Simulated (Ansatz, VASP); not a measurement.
LiNbO3 in VASP and in Ansatz

```xyz
10
Lattice="2.5384 1.4656 4.5701 -2.5384 1.4656 4.5701 0.0000 -2.9311 4.5701" Properties=species:S:1:pos:R:3 pbc="T T T"
Li    0.0000    0.0000    3.8607
Li    0.0000    0.0000   10.7157
Nb    0.0000    0.0000    0.0067
Nb    0.0000    0.0000    6.8618
O    -0.6284   -1.4270    5.4365
O     1.5501    0.1693    5.4365
O    -0.9216    1.2578    5.4365
O    -1.6168   -0.2078    7.7215
O     0.6284    1.5041    7.7215
O     0.9884   -1.2963    7.7215
```

Alike in both runs: task single point; functional PBE; k mesh 6 × 6 × 6; occupations gaussian, width 0.05 eV; no spin polarisation.

|  | VASP | Ansatz |
| --- | --- | --- |
| version | VASP 6.6.1 | Ansatz 0.2.0 |
| potentials or method | VASP PAW PBE potentials, release 64 (Li_sv, Nb_sv, O), cutoff 520 eV | scalar-relativistic, plane waves, PAW |
| valence electrons in the cell | 68 | 68 |

Ansatz gave:

- gap on the k mesh at the Fermi level (eV): 3.89
- least direct gap on the mesh (eV): 3.91
- rms of the force components (eV/Å): 0.472

What did VASP give for the same quantities?

gap on the k mesh at the Fermi level (eV): 3.87; least direct gap on the mesh (eV): 3.90; rms of the force components (eV/Å): 0.478.

Atom by atom the forces differ by 0.017 eV/Å (rms over components).

Noted on VASP's run: the cutoff is under 1.25 times that of the potentials, so the pressure is a little rough.
